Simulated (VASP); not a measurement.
Write the native input for VASP 6.6.1 that does the following.

```
Task                   : relaxation of cell and atoms
Functional             : PBE
Potentials or basis    : VASP PAW PBE potentials, release 64 (Sb)
Cutoff                 : 600 eV
k mesh                 : 6 × 6 × 4
Occupations            : gaussian, width 0.1 eV
Spin                   : no spin polarisation
Dipole correction      : no
Further INCAR settings : ALGO = Normal; EDIFF = 1e-07; IBRION = 2; EDIFFG = -0.04; NSW = 90; ISIF = 3
```

The structure of Sb lies in POSCAR:

```
Sb
1.0
    4.3996000742      0.0000000000      0.0000000000
   -2.1998000371      3.8101654308      0.0000000000
    0.0000000000      0.0000000000      7.2593401225
Sb
4
Direct
    0.3333333333      0.6666666667      0.4375000000
    0.6666666667      0.3333333333      0.9375000000
    0.6666666667      0.3333333333      0.5625000000
    0.3333333333      0.6666666667      0.0625000000
```

This isn't the form of Sb at room conditions, which is rhombohedral.

The input as run:

INCAR

```
SYSTEM = Sb
  PREC = Accurate
  ENCUT = 600
  EDIFF = 1E-7
  ISMEAR = 0
  SIGMA = 0.1
  LREAL = .FALSE.
  LASPH = .TRUE.
  NELM = 60
  ALGO = Normal
  ISIF = 3
  LWAVE = .FALSE.
  LCHARG = .FALSE.
  GGA = PE
  IBRION = 2
  NSW = 90
  EDIFFG = -0.04
```

KPOINTS

```
Automatic mesh
0
G
  6 6 4
  0 0 0
```

Potentials or basis: VASP PAW PBE potentials, release 64 (Sb).

Launch:

```console
$ cat potpaw_PBE.64/Sb/POTCAR > POTCAR
$ mpirun -np 1 vasp_std > vasp.out
```

It gave:

```yaml
Relaxed_volume: 39.20 Å³/atom
Relaxed_cell: a = 5.269 Å, b = 5.269 Å, c = 6.522 Å, α = 90.00°, β = 90.00°, γ = 120.00°
Space_group_after_relaxing_to_0.1_Å: P6_3/mmc (No. 194)
Energy_gained_by_relaxing: 731.3 meV/atom
Ionic_steps: 18
Pressure_after_relaxing: 0.0 GPa
Largest_force_after_relaxing: 0.035 eV/Å
Band_gap_on_the_k_mesh: zero (bands 10 and 11 overlap by 0.23 eV)
```

Caveat: the volume moved by over 15 % at a fixed basis, so the end points are rough; spin-orbit coupling is left out, which moves the levels of the heavy elements.

It took 15 min on 1 thread of AMD EPYC 7R13 (shared host), peak memory 0.25 GiB.
